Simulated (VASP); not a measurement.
Crystal: NbH2.

```
CELL_PARAMETERS angstrom
-0.04563 2.25868 2.25868
2.25868 -0.04563 2.25868
2.25868 2.25868 -0.04563
ATOMIC_POSITIONS crystal
Nb 0.00000 0.00000 0.00000
H 0.25000 0.25000 0.25000
H 0.75000 0.75000 0.75000
```

This cell differs from its parent crystal: equal xy, yz and zx shear strains of -2 %.

Base run:

| Item | Value |
| --- | --- |
| Program | VASP 6.6.1 |
| Functional | LDA |
| Potentials or basis | VASP PAW LDA potentials, release 64 (Nb_sv, H) |
| Cutoff | 500 eV |
| k mesh | 15 × 15 × 15 |
| Occupations | fermi-dirac, width 0.03 eV |
| Spin | no spin polarisation |

Its results: pressure -8.1 GPa; largest force 0.171 eV/Å.

The run is repeated on the same cell with these changes: cutoff from 500 eV to 400 eV; further incar settings from ALGO = Normal; EDIFF = 1e-06; NBANDS = 14 to ALGO = Normal; EDIFF = 1e-08; NBANDS = 14. What comes out?

Pressure -8.9 GPa; largest force 0.170 eV/Å.
